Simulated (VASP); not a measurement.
A run of VASP 6.6.1 is set up as follows.

The input INCAR:

```
PREC = Accurate
ENCUT = 520
EDIFF = 1E-6
ISMEAR = 0
SIGMA = 0.15
LREAL = Auto
LASPH = T
NELM = 80
ALGO = Normal
ISIF = 2
LWAVE = F
LCHARG = T
GGA = PE
IVDW = 12
LELF = T
LVHAR = T
NBANDS = 104
```

KPOINTS

```
Automatic mesh
0
Gamma
  2 3 1
```

Contents of POSCAR:

```
Ag16P
1.0
    8.1800000000      0.0000000000      0.0000000000
    0.0000000000      5.7841330000      0.0000000000
    0.0000000000      0.0000000000     15.3381000000
Ag P
16 1
Direct
    0.2500000000      0.2499999568      0.0651971235
    0.7500000000      0.2499999568      0.0651971235
    0.2500000000      0.7500000432      0.0651971235
    0.7500000000      0.7500000432      0.0651971235
   -0.0078264059      0.0018593971      0.1548814390
    0.5076836186      0.0018720178      0.1548886107
   -0.0077520782      0.4985946900      0.1549833421
    0.5075589242      0.4987542645      0.1549137116
    0.2497419315      0.2506634962      0.2511061344
    0.7497206601      0.2507855542      0.2691937072
    0.2498136919      0.7506730914      0.2400966873
    0.7497831296      0.7507726741      0.2639818491
    0.0118805623      0.0026978979      0.3474140213
    0.4875676039      0.0025573409      0.3474623324
    0.0119425428      0.4990134217      0.3474734811
    0.4875003667      0.4988104527      0.3475164460
    0.2496359413      0.7508902371      0.4015488881
```

Potentials or basis: VASP PAW PBE potentials, release 64 (Ag, P).

The run is started by

```console
$ cat potpaw_PBE.64/Ag/POTCAR potpaw_PBE.64/P/POTCAR > POTCAR
$ mpirun -np 1 vasp_std > vasp.out
```

**Question.** Estimate the band gap on the k mesh.

**Answer.** Zero (an odd number of electrons rules out a gap without spin polarisation).

**Question.** Predict the largest force.

**Answer.** 0.171 eV/Å.

Forces in eV/Å, atoms in the order of the input:
```
Ag  -0.002  0.000  0.171
Ag  -0.003  0.005 -0.077
Ag  -0.002  0.001 -0.148
Ag  -0.001  0.001  0.070
Ag   0.001  0.002  0.003
Ag  -0.002  0.004  0.004
Ag  -0.003 -0.001 -0.001
Ag   0.003 -0.005  0.001
Ag   0.004 -0.001  0.008
Ag   0.001 -0.002 -0.005
Ag   0.003 -0.001  0.015
Ag  -0.001 -0.003 -0.002
Ag   0.012 -0.004 -0.004
Ag  -0.012 -0.005 -0.007
Ag   0.012  0.003 -0.006
Ag  -0.012  0.007 -0.009
P    0.003 -0.002 -0.013
```

Caveat: the k points lie up to 0.38 Å⁻¹ apart, too coarse for converged energies and pressures of a metal; there is no dipole correction, which matters where the two faces differ.
